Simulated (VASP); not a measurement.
# Zn (Im-3m) in VASP: settings compared, part 2 of 2

VASP 6.6.1. Earlier steps stand in the parts before.

### Step 3. Relaxation of cell and atoms, PBE0

This run uses another cell than the first one, of 15.45 Å³/atom.

File POSCAR:

```
Zn
1.0
   -1.5690370000      1.5690370000      1.5690370000
    1.5690370000     -1.5690370000      1.5690370000
    1.5690370000      1.5690370000     -1.5690370000
Zn
1
Direct
    0.0000000000      0.0000000000      0.0000000000
```

File INCAR.step1:

```
SYSTEM = Zn
  PREC = Accurate
  ENCUT = 600
  EDIFF = 1E-5
  ISMEAR = -1
  SIGMA = 0.05
  LREAL = .FALSE.
  LASPH = .TRUE.
  NELM = 80
  ALGO = Normal
  LWAVE = .TRUE.
  LCHARG = .FALSE.
  GGA = PE
  NBANDS = 12
```

File INCAR.step2:

```
SYSTEM = Zn
  PREC = Accurate
  ENCUT = 600
  EDIFF = 1E-6
  ISMEAR = -1
  SIGMA = 0.05
  LREAL = .FALSE.
  LASPH = .TRUE.
  NELM = 80
  ALGO = Normal
  ISIF = 3
  LWAVE = .FALSE.
  LCHARG = .FALSE.
  GGA = PE
  LHFCALC = .TRUE.
  AEXX = 0.25
  PRECFOCK = Normal
  IBRION = 2
  NSW = 60
  EDIFFG = -0.01
  ISTART = 1
```

File KPOINTS:

```
Automatic mesh
0
G
  6 6 6
  0 0 0
```

Potentials or basis: VASP PAW PBE potentials, release 64 (Zn).

Command:

```console
$ cat potpaw_PBE.64/Zn/POTCAR > POTCAR
$ cp INCAR.step1 INCAR
$ mpirun -np 1 vasp_std > vasp.out
$ cp INCAR.step2 INCAR
$ mpirun -np 1 vasp_std > vasp.out
```

OUTCAR:

```text
SYSTEM = Zn
   PREC = Accurate
   ENCUT = 600
   EDIFF = 1E-6
   ISMEAR = -1
   LREAL = .FALSE.
   LASPH = .TRUE.
   NELM = 80
   ISIF = 3
   GGA = PE
   LHFCALC = .TRUE.
   AEXX = 0.25
   PRECFOCK = Normal
   IBRION = 2
   NSW = 60
   EDIFFG = -0.01
   ISTART = 1

 ion  position               nearest neighbor table
   1  0.000  0.000  0.000-

  LATTYP: Found a body centered cubic cell.
 ALAT       =     3.1380740000

  Lattice vectors:

 A1 = (  -1.5690370000,   1.5690370000,   1.5690370000)
 A2 = (   1.5690370000,  -1.5690370000,   1.5690370000)
 A3 = (   1.5690370000,   1.5690370000,  -1.5690370000)

Analysis of symmetry for initial positions (statically):
=====================================================================
 Subroutine PRICEL returns:
 Original cell was already a primitive cell.

 Routine SETGRP: Setting up the symmetry group for a
 body centered cubic supercell.

 Subroutine GETGRP returns: Found 48 space group operations
 (whereof 48 operations were pure point group operations)
 out of a pool of 48 trial point group operations.

The static configuration has the point symmetry O_h .

Analysis of symmetry for dynamics (positions and initial velocities):
=====================================================================
 Subroutine PRICEL returns:
 Original cell was already a primitive cell.

 Routine SETGRP: Setting up the symmetry group for a
 body centered cubic supercell.

 Subroutine GETGRP returns: Found 48 space group operations
 (whereof 48 operations were pure point group operations)
 out of a pool of 48 trial point group operations.

The dynamic configuration has the point symmetry O_h .

 Subroutine INISYM returns: Found 48 space group operations
 (whereof 48 operations are pure point group operations),
 and found     1 'primitive' translations

----------------------------------------------------------------------------------------

                                     Primitive cell

  volume of cell :      15.4511

  direct lattice vectors                    reciprocal lattice vectors
    -1.569037000  1.569037000  1.569037000     0.000000000  0.318666800  0.318666800
     1.569037000 -1.569037000  1.569037000     0.318666800  0.000000000  0.318666800
     1.569037000  1.569037000 -1.569037000     0.318666800  0.318666800  0.000000000

  length of vectors
     2.717651803  2.717651803  2.717651803     0.450662911  0.450662911  0.450662911

  position of ions in fractional coordinates (direct lattice)
     0.000000000  0.000000000  0.000000000

  ion indices of the primitive-cell ions
   primitive index   ion index
                 1           1

----------------------------------------------------------------------------------------

 KPOINTS: Automatic mesh

Automatic generation of k-mesh.
 Grid dimensions read from file:
 generate k-points for:    6    6    6

 Generating k-lattice:

  Cartesian coordinates                     Fractional coordinates (reciprocal lattice)
     0.000000000  0.053111133  0.053111133     0.166666667  0.000000000  0.000000000
     0.053111133  0.000000000  0.053111133     0.000000000  0.166666667  0.000000000
     0.053111133  0.053111133  0.000000000     0.000000000  0.000000000  0.166666667

  Length of vectors
     0.075110485  0.075110485  0.075110485

  Shift w.r.t. Gamma in fractional coordinates (k-lattice)
     0.000000000  0.000000000  0.000000000

 Subroutine IBZKPT returns following result:
 ===========================================

 Found     16 irreducible k-points:

 Following reciprocal coordinates:
            Coordinates               Weight
  0.000000  0.000000  0.000000      1.000000
  0.166667  0.000000  0.000000     12.000000
  0.333333  0.000000  0.000000     12.000000
  0.500000  0.000000  0.000000      6.000000
  0.166667  0.166667  0.000000     24.000000
  0.333333  0.166667  0.000000     48.000000
[... 8 lines left out ...]
  0.500000  0.500000  0.333333     12.000000
  0.500000  0.500000  0.500000      1.000000
   k-points           NKPTS =     16   k-points in BZ     NKDIM =    216   number of bands    NBANDS=     10
   number of dos      NEDOS =    301   number of ions     NIONS =      1
   total plane-waves  NPLWV =  13824
   dimension x,y,z NGX =    24 NGY =   24 NGZ =   24
   dimension x,y,z NGXF=    48 NGYF=   48 NGZF=   48
   ions per type =               1
   NGX,Y,Z   is equivalent  to a cutoff of  14.68, 14.68, 14.68 a.u.
   NGXF,Y,Z  is equivalent  to a cutoff of  29.36, 29.36, 29.36 a.u.
 SYSTEM =  Zn
   PREC   = accura    normal or accurate (medium, high low for compatibility)
   ISTART =      1    job   : 0-new  1-cont  2-samecut
   ICHARG =      0    charge: 1-file 2-atom 10-const
   ISPIN  =      1    spin polarized calculation?
   LNONCOLLINEAR =      F non collinear calculations
   LSORBIT =      F    spin-orbit coupling
   LASPH  =      T    aspherical Exc in radial PAW
   ENCUT  =  600.0 eV  44.10 Ry    6.64 a.u.   5.43  5.43  5.43*2*pi/ulx,y,z
   NELM   =     80;   NELMIN=  2; NELMDL=  0     # of ELM steps
   EDIFF  = 0.1E-05   stopping-criterion for ELM
   LREAL  =      F    real-space projection
   EDIFFG = -.1E-01   stopping-criterion for IOM
   NSW    =     60    number of steps for IOM
   IBRION =      2    ionic relax: 0-MD 1-quasi-New 2-CG
   NFREE  =      1    steps in history (QN), initial steepest desc. (CG)
   ISIF   =      3    stress and relaxation
   ISYM   =      3    0-nonsym 1-usesym 2-fastsym
   POTIM  = 0.5000    time-step for ionic-motion
   TEBEG  =    0.0;   TEEND  =   0.0 temperature during run
   PSTRESS=    0.0 pullay stress
   NELECT =      12.0000    total number of electrons
   NUPDOWN=      -1.0000    fix difference up-down
   EMIN   =  10.00;   EMAX   =-10.00  energy-range for DOS
   EFERMI =   0.00;   METHOD = LEGACY
   ISMEAR =    -1;   SIGMA  =   0.05  broadening in eV -4-tet -1-fermi 0-gaus
   EFERMI_NEDOS =   21; number of points for ismear=-14 and -15
   IALGO  =     38    algorithm
   IMIX   =      1    mixing-type and parameters
     AMIX     =   0.40;   BMIX     =  1.00
     AMIX_MAG =   1.60;   BMIX_MAG =  1.00
  volume/ion in A,a.u.               =      15.45       104.27
  Fermi-wavevector in a.u.,A,eV,Ry     =   1.504811  2.843681 30.809811  2.264457
  Thomas-Fermi vector in A             =   2.615742
   LORBIT       =      0    0 simple, 1 ext, 2 COOP (PROOUT), +10 PAW based schemes
   GGA     = PE    functional components
   LHFCALC =     T    Hartree Fock is set to
   PRECFOCK=normal    Normal, Fast or Accurate (Low or Medium for compatibility)
   ENCUT4O =  -1.0   cutoff for four orbital integrals eV
   NKREDX  =     1    reduce k-point grid by
   NKREDY  =     1    reduce k-point grid by
   NKREDZ  =     1    reduce k-point grid by
   AEXX    =    0.2500 exact exchange contribution
   HFSCREEN=    0.0000 screening length (either q_TF or 0.3 A-1)
   HFSCREENC=   0.0000 screening length for correlation (either q_TF or 0.3 A-1)
   ENCUTFOCK=  -1.0 apply spherical cutoff to Coloumb kernel
   IVDW    =     0    specifies the selected vdW correction
   LEPSILON=     F    determine dielectric tensor
   LRPA    =     F    only Hartree local field effects (RPA)
 conjugate gradient relaxation of ions
 non-spin polarized calculation
  energy-cutoff  :      600.00
  volume of cell :       15.45
 maximum number of plane-waves:       531
 NGX is ok and might be reduce to    24
  NGX = 18; NGY = 18; NGZ = 18

--------------------------------------- Ionic step        1  -------------------------------------------

 number of electron      11.9999995 magnetization

 Free energy of the ion-electron system (eV)
  ---------------------------------------------------
  ext. energy  EPLUGINS =         0.00000000
  ---------------------------------------------------
  free energy    TOTEN  =        -1.20612172 eV

  energy without entropy =       -1.20299471  energy(sigma->0) =       -1.20455822

------------------------ aborting loop because EDIFF is reached ----------------------------------------

  FORCE on cell =-STRESS in cart. coord.  units (eV):
  Direction    XX          YY          ZZ          XY          YZ          ZX
  --------------------------------------------------------------------------------------
  -------------------------------------------------------------------------------------
  Total       -0.0307180     -0.0307180     -0.0307180     -0.0000000     -0.0000000     -0.0000000
  in kB       -3.1852563     -3.1852563     -3.1852563     -0.0000000     -0.0000000     -0.0000000
  external PRESSURE =      -3.1852563 kB  Pullay stress =       0.0000000 kB
[... 55 lines left out ...]
  energy  without entropy=       -1.2029842183  energy(sigma->0) =       -1.20454809

--------------------------------------- Ionic step        3  -------------------------------------------

 number of electron      11.9999994 magnetization

 Free energy of the ion-electron system (eV)
  ---------------------------------------------------
  ext. energy  EPLUGINS =         0.00000000
  ---------------------------------------------------
  free energy    TOTEN  =        -1.20613418 eV

  energy without entropy =       -1.20300687  energy(sigma->0) =       -1.20457053

 E-fermi :   3.6384     XC(G=0):  -9.0012

 val. band max:        2.3845253095   @ k =   0.3333   0.1667   0.1667
 cond. band min:       3.6933171412   @ k =   0.3333   0.1667   0.1667
 fundamental gap:      1.3087918317
 Fermi energy:         3.6383709257

 k-point     1 :       0.0000    0.0000    0.0000
  band No.  band energies     occupation
      1      -9.0461      2.00000
      2      -7.3504      2.00000
      3      -7.3504      2.00000
      4      -7.3504      2.00000
      5      -6.8582      2.00000
      6      -6.8582      2.00000
      7      23.9792      0.00000
      8      23.9792      0.00000
      9      23.9792      0.00000
     10      25.0957      0.00000
[... 221 lines left out ...]
  FREE ENERGIE OF THE ION-ELECTRON SYSTEM (eV)
  ---------------------------------------------------
  free  energy   TOTEN  =        -1.2061341832 eV

  energy  without entropy=       -1.2030068701  energy(sigma->0) =       -1.20457053

 reached required accuracy - stopping structural energy minimisation
```

It took 28 min on 1 thread of Intel Xeon Platinum 8259CL at 2.50GHz (Skylake/Cascade Lake), shared host; peak memory 0.15 GiB.

Results:

```
Free energy                           : -1.2061 eV
Relaxed volume                        : 15.42 Å³/atom
Relaxed cell                          : a = 2.716 Å, b = 2.716 Å, c = 2.716 Å, α = 109.47°, β = 109.47°, γ = 109.47°
Space group after relaxing (to 0.1 Å) : Im-3m (No. 229)
Energy gained by relaxing             : 0.0 meV/atom
Ionic steps                           : 3
Pressure after relaxing               : -0.1 GPa
Band gap on the k mesh                : zero (bands 6 and 7 overlap by 6.54 eV)
```

Final structure:
```
CELL_PARAMETERS angstrom
-1.56804 1.56804 1.56804
1.56804 -1.56804 1.56804
1.56804 1.56804 -1.56804
ATOMIC_POSITIONS crystal
Zn 0.00000 0.00000 0.00000
```

Caveat: the k points lie up to 0.47 Å⁻¹ apart in the final cell, too coarse for converged energies and pressures of a metal; the PAW data sets were made with another functional, which shifts forces and pressure a little.

The gap in the log of VASP goes by the Fermi energy; the results here count the filled bands.